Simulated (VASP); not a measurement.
A run of VASP 6.6.1:

INCAR

```
PREC     = Accurate       # precision mode
ENCUT    = 520            # plane-wave cutoff, eV
EDIFF    = 1E-8           # SCF threshold, eV
ISMEAR   = -1             # smearing method
SIGMA    = 0.02           # smearing width, eV
LREAL    = False          # projectors in reciprocal space
LASPH    = True           # aspherical terms in the spheres
NELM     = 100            # most SCF steps
ALGO     = Normal         # electronic algorithm
ISIF     = 2              # what is computed and relaxed
LWAVE    = False          # write WAVECAR
LCHARG   = False          # write CHGCAR
GGA      = PS             # functional
LEFG     = True         
NBANDS   = 16             # bands
```

Contents of KPOINTS:

```
Automatic mesh
0
Gamma
  10 10 10
```

POSCAR

```
GaN
1.0
    0.0398500000      2.0124250000      2.0124250000
    2.0124250000      0.0398500000      2.0124250000
    2.0124250000      2.0124250000      0.0398500000
Ga N
1 1
Direct
    0.5000000000      0.5000000000      0.5000000000
    0.0000000000      0.0000000000      0.0000000000
```

Potentials or basis: VASP PAW PBE potentials, release 64 (Ga_d, N).

Run with:

```bash
$ cat potpaw_PBE.64/Ga_d/POTCAR potpaw_PBE.64/N/POTCAR > POTCAR
$ mpirun -np 1 vasp_std > vasp.out
```

Hardware: 1 thread of Intel(R) Xeon(R) Platinum 8488C (Sapphire Rapids) (shared host).

Q: Estimate the wall time of this run.

A: It took 19 s on 1 thread of Intel(R) Xeon(R) Platinum 8488C (Sapphire Rapids) (shared host), peak memory 0.15 GiB. Counts: scf iterations 13, k points 116.
